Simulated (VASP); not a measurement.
# Lu (P6_3/mmc) in VASP: notebook

Lu is run at these levels: LDA; tasks: single point.

All numbers are computed with VASP 6.6.1; they aren't measurements. Logs are shortened: lines on timing, memory, paths and dates and some standing lists are left out, and cuts for length are marked.

**1. The cell of the first run**

The structure is hexagonal, space group P6_3/mmc (No. 194). Conventional cell: a = 2.422 Å, b = 2.422 Å, c = 4.118 Å, α = 90.00°, β = 90.00°, γ = 120.00°. Lu (site symmetry -6m2) has 12 Lu at 2.42 to 2.49 Å within 3.2 Å.

**2. Single point, LDA**

Contents of INCAR:

```
  PREC = Accurate
  ENCUT = 520
  EDIFF = 1E-6
  ISMEAR = -1
  SIGMA = 0.08
  LREAL = F
  LASPH = T
  NELM = 100
  ALGO = Normal
  ISIF = 2
  LWAVE = F
  LCHARG = T
  GGA = CA
  LELF = T
  LVHAR = T
  NBANDS = 32
```

Contents of KPOINTS:

```
Automatic mesh
0
Gamma
  18 18 10
```

Contents of POSCAR:

```
Lu
1.0
    2.4219624744      0.0000000000      0.0000000000
   -1.2109812372      2.0974810298      0.0000000000
    0.0000000000      0.0000000000      4.1176957882
Lu
2
Direct
    0.3333333333      0.6666666667      0.2500000000
    0.6666666667      0.3333333333      0.7500000000
```

Potentials or basis: VASP PAW PBE potentials, release 64 (Lu).

Started as:

```sh
$ cat potpaw_PBE.64/Lu/POTCAR > POTCAR
$ mpirun -np 1 vasp_std > vasp.out
```

OUTCAR:

```text
PREC = Accurate
   ENCUT = 520
   EDIFF = 1E-6
   ISMEAR = -1
   LREAL = F
   LASPH = T
   NELM = 100
   ISIF = 2
   GGA = CA

 ion  position               nearest neighbor table
   1  0.333  0.667  0.250-   2 2.49   2 2.49   2 2.49   2 2.49   2 2.49   2 2.49   2 3.47   2 3.47
                             2 3.47   2 3.47   2 3.47   2 3.47
   2  0.667  0.333  0.750-   1 2.49   1 2.49   1 2.49   1 2.49   1 2.49   1 2.49   1 3.47   1 3.47
                             1 3.47   1 3.47   1 3.47   1 3.47

  LATTYP: Found a hexagonal cell.
 ALAT       =     2.4219624744
 C/A-ratio  =     1.7001484671

  Lattice vectors:

 A1 = (   2.4219624744,   0.0000000000,   0.0000000000)
 A2 = (  -1.2109812372,   2.0974810298,   0.0000000000)
 A3 = (   0.0000000000,   0.0000000000,   4.1176957882)

Analysis of symmetry for initial positions (statically):
=====================================================================
 Subroutine PRICEL returns:
 Original cell was already a primitive cell.

 Routine SETGRP: Setting up the symmetry group for a
 hexagonal supercell.

 Subroutine GETGRP returns: Found 24 space group operations
 (whereof 12 operations were pure point group operations)
 out of a pool of 24 trial point group operations.

The static configuration has the point symmetry D_3d.
 The point group associated with its full space group is D_6h.

Analysis of symmetry for dynamics (positions and initial velocities):
=====================================================================
 Subroutine PRICEL returns:
 Original cell was already a primitive cell.

 Routine SETGRP: Setting up the symmetry group for a
 hexagonal supercell.

 Subroutine GETGRP returns: Found 24 space group operations
 (whereof 12 operations were pure point group operations)
 out of a pool of 24 trial point group operations.

The dynamic configuration has the point symmetry D_3d.
 The point group associated with its full space group is D_6h.

 Subroutine INISYM returns: Found 24 space group operations
 (whereof 12 operations are pure point group operations),
 and found     1 'primitive' translations

----------------------------------------------------------------------------------------

                                     Primitive cell

  volume of cell :      20.9180

  direct lattice vectors                    reciprocal lattice vectors
     2.421962474  0.000000000  0.000000000     0.412888313  0.238381179  0.000000000
    -1.210981237  2.097481030  0.000000000     0.000000000  0.476762357  0.000000000
     0.000000000  0.000000000  4.117695788     0.000000000  0.000000000  0.242854269

  length of vectors
     2.421962474  2.421962474  4.117695788     0.476762357  0.476762357  0.242854269

  position of ions in fractional coordinates (direct lattice)
     0.333333333  0.666666667  0.250000000
     0.666666667  0.333333333  0.750000000

  ion indices of the primitive-cell ions
   primitive index   ion index
                 1           1
                 2           2

----------------------------------------------------------------------------------------

 KPOINTS: Automatic mesh

Automatic generation of k-mesh.
 Grid dimensions read from file:
 generate k-points for:   18   18   10

 Generating k-lattice:

  Cartesian coordinates                     Fractional coordinates (reciprocal lattice)
     0.022938240  0.013243399  0.000000000     0.055555556  0.000000000  0.000000000
     0.000000000  0.026486798  0.000000000     0.000000000  0.055555556  0.000000000
     0.000000000  0.000000000  0.024285427     0.000000000  0.000000000  0.100000000

  Length of vectors
     0.026486798  0.026486798  0.024285427

  Shift w.r.t. Gamma in fractional coordinates (k-lattice)
     0.000000000  0.000000000  0.000000000

 Subroutine IBZKPT returns following result:
 ===========================================

 Found    222 irreducible k-points:

 Following reciprocal coordinates:
            Coordinates               Weight
  0.000000  0.000000  0.000000      1.000000
  0.055556 -0.000000  0.000000      6.000000
  0.111111 -0.000000  0.000000      6.000000
  0.166667 -0.000000  0.000000      6.000000
  0.222222 -0.000000  0.000000      6.000000
  0.277778  0.000000  0.000000      6.000000
[... 16 lines left out ...]
  0.333333  0.111111  0.000000     12.000000
  0.388889  0.111111  0.000000     12.000000
 [... further k-points ...]
   k-points           NKPTS =    222   k-points in BZ     NKDIM =    222   number of bands    NBANDS=     32
   number of dos      NEDOS =    301   number of ions     NIONS =      2
   total plane-waves  NPLWV =  10368
   dimension x,y,z NGX =    18 NGY =   18 NGZ =   32
   dimension x,y,z NGXF=    36 NGYF=   36 NGZF=   64
   ions per type =               2
   NGX,Y,Z   is equivalent  to a cutoff of  12.36, 12.36, 12.92 a.u.
   NGXF,Y,Z  is equivalent  to a cutoff of  24.71, 24.71, 25.84 a.u.
 SYSTEM =  unknown system
   PREC   = accura    normal or accurate (medium, high low for compatibility)
   ISTART =      0    job   : 0-new  1-cont  2-samecut
   ICHARG =      2    charge: 1-file 2-atom 10-const
   ISPIN  =      1    spin polarized calculation?
   LNONCOLLINEAR =      F non collinear calculations
   LSORBIT =      F    spin-orbit coupling
   LASPH  =      T    aspherical Exc in radial PAW
   ENCUT  =  520.0 eV  38.22 Ry    6.18 a.u.   4.50  4.50  7.66*2*pi/ulx,y,z
   NELM   =    100;   NELMIN=  2; NELMDL= -5     # of ELM steps
   EDIFF  = 0.1E-05   stopping-criterion for ELM
   LREAL  =      F    real-space projection
   EDIFFG = 0.1E-04   stopping-criterion for IOM
   NSW    =      0    number of steps for IOM
   IBRION =     -1    ionic relax: 0-MD 1-quasi-New 2-CG
   NFREE  =      0    steps in history (QN), initial steepest desc. (CG)
   ISIF   =      2    stress and relaxation
   ISYM   =      2    0-nonsym 1-usesym 2-fastsym
   POTIM  = 0.5000    time-step for ionic-motion
   TEBEG  =    0.0;   TEEND  =   0.0 temperature during run
   PSTRESS=    0.0 pullay stress
   NELECT =      50.0000    total number of electrons
   NUPDOWN=      -1.0000    fix difference up-down
   EMIN   =  10.00;   EMAX   =-10.00  energy-range for DOS
   EFERMI =   0.00;   METHOD = LEGACY
   ISMEAR =    -1;   SIGMA  =   0.08  broadening in eV -4-tet -1-fermi 0-gaus
   EFERMI_NEDOS =   21; number of points for ismear=-14 and -15
   IALGO  =     38    algorithm
   IMIX   =      4    mixing-type and parameters
     AMIX     =   0.40;   BMIX     =  1.00
     AMIX_MAG =   1.60;   BMIX_MAG =  1.00
  volume/ion in A,a.u.               =      10.46        70.58
  Fermi-wavevector in a.u.,A,eV,Ry     =   2.188895  4.136412 65.189068  4.791261
  Thomas-Fermi vector in A             =   3.154760
   LORBIT       =      0    0 simple, 1 ext, 2 COOP (PROOUT), +10 PAW based schemes
   GGA     = CA    functional components
   LHFCALC =     F    Hartree Fock is set to
   AEXX    =    0.0000 exact exchange contribution
   IVDW    =     0    specifies the selected vdW correction
   LEPSILON=     F    determine dielectric tensor
   LRPA    =     F    only Hartree local field effects (RPA)
 non-spin polarized calculation
  energy-cutoff  :      520.00
  volume of cell :       20.92
 maximum number of plane-waves:       592
 NGX is ok and might be reduce to    18

 number of electron      49.9999996 magnetization

 Free energy of the ion-electron system (eV)
  ---------------------------------------------------
  ext. energy  EPLUGINS =         0.00000000
  ---------------------------------------------------
  free energy    TOTEN  =         1.29121448 eV

  energy without entropy =        1.32034022  energy(sigma->0) =        1.30577735

 E-fermi :   7.3317     XC(G=0): -17.5012

 val. band max:        7.3132952177   @ k =   0.2222  -0.0000   0.5000
 cond. band min:       7.3431896625   @ k =   0.1111   0.1111   0.2000
 fundamental gap:      0.0298944447
 Fermi energy:         7.3316746577

 k-point     1 :       0.0000    0.0000    0.0000
  band No.  band energies     occupation
      1     -50.0960      2.00000
      2     -48.6648      2.00000
      3     -24.1374      2.00000
      4     -16.9790      2.00000
      5     -16.9790      2.00000
      6     -16.6244      2.00000
[... 24 lines left out ...]
     31      14.3219      0.00000
     32      16.4398      0.00000

 k-point     2 :       0.0556   -0.0000    0.0000
  band No.  band energies     occupation
      1     -50.0543      2.00000
      2     -48.6379      2.00000
      3     -24.0730      2.00000
      4     -17.2591      2.00000
      5     -17.0575      2.00000
      6     -16.6425      2.00000
[... 24 lines left out ...]
     31      14.0293      0.00000
     32      15.5161      0.00000

 k-point     3 :       0.1111   -0.0000    0.0000
  band No.  band energies     occupation
      1     -49.9325      2.00000
      2     -48.5607      2.00000
      3     -23.8818      2.00000
      4     -18.0235      2.00000
      5     -17.2714      2.00000
      6     -17.1508      2.00000
[... 24 lines left out ...]
     31      13.3198      0.00000
     32      14.5176      0.00000

 k-point     4 :       0.1667   -0.0000    0.0000
  band No.  band energies     occupation
      1     -49.7396      2.00000
      2     -48.4431      2.00000
      3     -23.5703      2.00000
      4     -19.0949      2.00000
      5     -18.1672      2.00000
      6     -17.5730      2.00000
[... 24 lines left out ...]
     31      13.6828      0.00000
     32      13.7812      0.00000

 k-point     5 :       0.2222   -0.0000    0.0000
  band No.  band energies     occupation
      1     -49.4909      2.00000
      2     -48.3013      2.00000
      3     -23.1505      2.00000
      4     -20.2836      2.00000
      5     -19.2894      2.00000
      6     -17.9126      2.00000
[... 584 lines left out ...]
     31      17.1108      0.00000
     32      19.5135      0.00000

 k-point    22 :       0.2778    0.1111    0.0000
  band No.  band energies     occupation
      1     -48.8383      2.00000
      2     -47.9988      2.00000
      3     -22.3249      2.00000
      4     -21.9146      2.00000
      5     -21.4487      2.00000
      6     -18.9478      2.00000
[... 24 lines left out ...]
     31      18.9629      0.00000
     32      21.3622      0.00000

 k-point    23 :       0.3333    0.1111    0.0000
  band No.  band energies     occupation
      1     -48.5838      2.00000
      2     -47.9238      2.00000
      3     -23.0482      2.00000
      4     -22.0189      2.00000
      5     -21.3439      2.00000
      6     -19.2989      2.00000
[... 24 lines left out ...]
     31      20.3726      0.00000
     32      21.3929      0.00000

 k-point    24 :       0.3889    0.1111    0.0000
  band No.  band energies     occupation
      1     -48.3935      2.00000
      2     -47.8947      2.00000
      3     -23.5050      2.00000
      4     -22.3860      2.00000
      5     -20.8557      2.00000
      6     -19.5175      2.00000
[... 24 lines left out ...]
     31      21.3929      0.00000
     32      21.4305      0.00000

 [... further k-points ...]

------------------------ aborting loop because EDIFF is reached ----------------------------------------

  FORCE on cell =-STRESS in cart. coord.  units (eV):
  Direction    XX          YY          ZZ          XY          YZ          ZX
  --------------------------------------------------------------------------------------
  -------------------------------------------------------------------------------------
  Total       34.1039503     34.1039503     33.7363472      0.0000000     -0.0000000      0.0000000
  in kB     2612.1346440   2612.1346439   2583.9787057      0.0000000     -0.0000000      0.0000000
  external PRESSURE =    2602.7493312 kB  Pullay stress =       0.0000000 kB

 VOLUME and BASIS-vectors are now :
 -----------------------------------------------------------------------------
  energy-cutoff  :      520.00
  volume of cell :       20.92
      direct lattice vectors                 reciprocal lattice vectors
     2.421962474  0.000000000  0.000000000     0.412888313  0.238381179  0.000000000
    -1.210981237  2.097481030  0.000000000     0.000000000  0.476762357  0.000000000
     0.000000000  0.000000000  4.117695788     0.000000000  0.000000000  0.242854269

 POSITION                                       TOTAL-FORCE (eV/Angst)
 -----------------------------------------------------------------------------------
     -0.00000      1.39832      1.02942        -0.000000      0.000000      0.000000
      1.21098      0.69916      3.08827         0.000000     -0.000000      0.000000
 -----------------------------------------------------------------------------------
    total drift:                               -0.000000      0.000000     -0.000000

  FREE ENERGIE OF THE ION-ELECTRON SYSTEM (eV)
  ---------------------------------------------------
  free  energy   TOTEN  =         1.2912144819 eV

  energy  without entropy=        1.3203402222  energy(sigma->0) =        1.30577735
```

Wall time 84 s (1 thread of AMD EPYC 9R45 (Zen 5), shared host); peak memory 0.2 GiB.

Results:

```
Free energy            : 1.2912 eV
Pressure               : 260.3 GPa
Band gap on the k mesh : zero (bands 25 and 26 overlap by 5.09 eV)
```

Stress tensor (GPa, compression positive):
```
261.21   0.00   0.00
  0.00 261.21   0.00
  0.00   0.00 258.40
```

Caveat: the cell stands under pressure; the PAW data sets were made with another functional, which shifts forces and pressure a little; spin-orbit coupling is left out, which moves the levels of the heavy elements.

**3. Single point, LDA**

Contents of INCAR:

```
SYSTEM = Lu
  ALGO = Normal
  EDIFF = 1E-6
  ENCUT = 520
  GGA = CA
  ISIF = 2
  ISMEAR = -1
  LASPH = .True.
  LCHARG = .False.
  LREAL = .False.
  LWAVE = .False.
  NBANDS = 32
  NELM = 80
  PREC = Accurate
  SIGMA = 0.08
```

Contents of KPOINTS:

```
k-points
0
Gamma
  18 18 10
  0 0 0
```

Contents of POSCAR:

```
Lu
1.0
    2.4224888254      0.0000000000      0.0000000000
   -1.2112444127      2.0979368632      0.0000000000
    0.0000000000      0.0000000000      4.1188606450
Lu
2
Direct
    0.3333333333      0.6666666667      0.2500000000
    0.6666666667      0.3333333333      0.7500000000
```

Potentials or basis: VASP PAW PBE potentials, release 64 (Lu).

Started as:

```sh
$ cat potpaw_PBE.64/Lu/POTCAR > POTCAR
$ mpirun -np 1 vasp_std > vasp.out
```

Run time: 79 s. Hardware: 1 thread of AMD EPYC 9R45 (Zen 5), shared host; peak memory 0.2 GiB.

Results (log left out):

- Free energy: 1.2668 eV
- Pressure: 258.6 GPa
- Band gap on the k mesh: zero (bands 25 and 26 overlap by 5.09 eV)

Stress tensor (GPa, compression positive):
```
259.58   0.00   0.00
  0.00 259.58   0.00
  0.00   0.00 256.69
```

Levels at points of the mesh, in eV from the Fermi level:
| k point | band 21 | band 22 | band 23 | band 24 | band 25 | band 26 | band 27 | band 28 | band 29 | band 30 |
| --- | --- | --- | --- | --- | --- | --- | --- | --- | --- | --- |
| (0.00, 0.00, 0.00) | -5.03 | -4.85 | -4.83 | -4.61 | 1.20 | 2.33 | 2.33 | 4.10 | 4.10 | 6.99 |
| (0.50, 0.00, 0.00) | -5.14 | -5.02 | -4.88 | -4.10 | -3.35 | 1.91 | 3.45 | 5.01 | 6.11 | 15.47 |
| (0.00, 0.00, 0.50) | -4.84 | -4.84 | -3.32 | -3.32 | 2.28 | 2.28 | 2.28 | 2.28 | 2.77 | 2.77 |
| (0.50, 0.00, 0.50) | -5.06 | -5.06 | -4.80 | -4.80 | -2.81 | -2.81 | 6.76 | 6.76 | 9.39 | 9.39 |

Caveat: the cell stands under pressure; the PAW data sets were made with another functional, which shifts forces and pressure a little; spin-orbit coupling is left out, which moves the levels of the heavy elements.

**4. Single point, LDA**

This run uses another cell than the first one: it holds 4 atoms, not 2.

Contents of INCAR:

```
  PREC = Accurate
  ENCUT = 520
  EDIFF = 1E-6
  ISMEAR = -1
  SIGMA = 0.08
  LREAL = False
  LASPH = True
  NELM = 80
  ALGO = Normal
  ISIF = 2
  LWAVE = False
  LCHARG = False
  GGA = CA
  NBANDS = 58
```

Contents of KPOINTS:

```
Automatic mesh
0
Gamma
  14 14 4
```

Contents of POSCAR:

```
Lu
1.0
    2.4688413151      0.0000000000      0.0000000000
   -1.2344206575      2.1380792968      0.0000000000
    0.0000000000      0.0000000000      7.9590042051
Lu
4
Direct
    0.0000000000      0.0000000000      0.0000000000
    0.0000000000      0.0000000000      0.5000000000
    0.3333333333      0.6666666667      0.2500000000
    0.6666666667      0.3333333333      0.7500000000
```

Started as:

```sh
$ cat potpaw_PBE.64/Lu/POTCAR > POTCAR
$ mpirun -np 1 vasp_std > vasp.out
```

Wall time 2.4 min (1 thread of AMD EPYC 9R45 (Zen 5), shared host); peak memory 0.21 GiB.

Results (log left out):

| Quantity | Value |
| --- | --- |
| Free energy | 2.1592 eV |
| Pressure | 260.0 GPa |
| Band gap on the k mesh | zero (bands 50 and 51 overlap by 2.73 eV) |

Stress tensor (GPa, compression positive):
```
259.66   0.00   0.00
  0.00 259.66   0.00
  0.00   0.00 260.80
```

Levels at points of the mesh, in eV from the Fermi level:
```tsv
k point	band 46	band 47	band 48	band 49	band 50	band 51	band 52	band 53	band 54	band 55
(0.00, 0.00, 0.00)	-4.93	-3.57	-3.47	1.21	1.21	1.50	1.50	2.27	2.91	2.91
(0.50, 0.00, 0.00)	-5.11	-4.97	-3.60	-2.91	-1.42	-0.74	1.04	1.39	4.73	5.75
(0.00, 0.00, 0.50)	-4.57	-4.44	-4.44	1.70	1.70	1.70	1.70	1.75	1.75	2.57
(0.50, 0.00, 0.50)	-4.92	-4.26	-4.26	-3.75	-3.75	0.71	0.71	2.51	2.51	6.95
```

Caveat: the cell stands under pressure; the PAW data sets were made with another functional, which shifts forces and pressure a little; spin-orbit coupling is left out, which moves the levels of the heavy elements.

**5. Summary**

| cell | k mesh | gap on the mesh (eV) | pressure (GPa) |
| --- | --- | --- | --- |
| a = 2.422, b = 2.422, c = 4.118 Å, angles 90.0, 90.0, 120.0°, 2 atoms, atomic positions A | 18 × 18 × 10 | none | 260.3 |
| a = 2.422, b = 2.422, c = 4.119 Å, angles 90.0, 90.0, 120.0°, 2 atoms, atomic positions A | 18 × 18 × 10 | none | 258.6 |
| a = 2.469, b = 2.469, c = 7.959 Å, angles 90.0, 90.0, 120.0°, 4 atoms, atomic positions B | 14 × 14 × 4 | none | 260.0 |

Alike in all rows: task single point; level LDA; potentials or basis VASP PAW PBE potentials, release 64 (Lu); no spin polarisation; cutoff (eV) 520; smearing fermi-dirac 0.08 eV.

Caveats: the cell stands under pressure; the PAW data sets were made with another functional, which shifts forces and pressure a little; spin-orbit coupling is left out, which moves the levels of the heavy elements.

Absolute energies hang on the potentials; compare differences alone.

The gap in the log of VASP goes by the Fermi energy; the results here count the filled bands.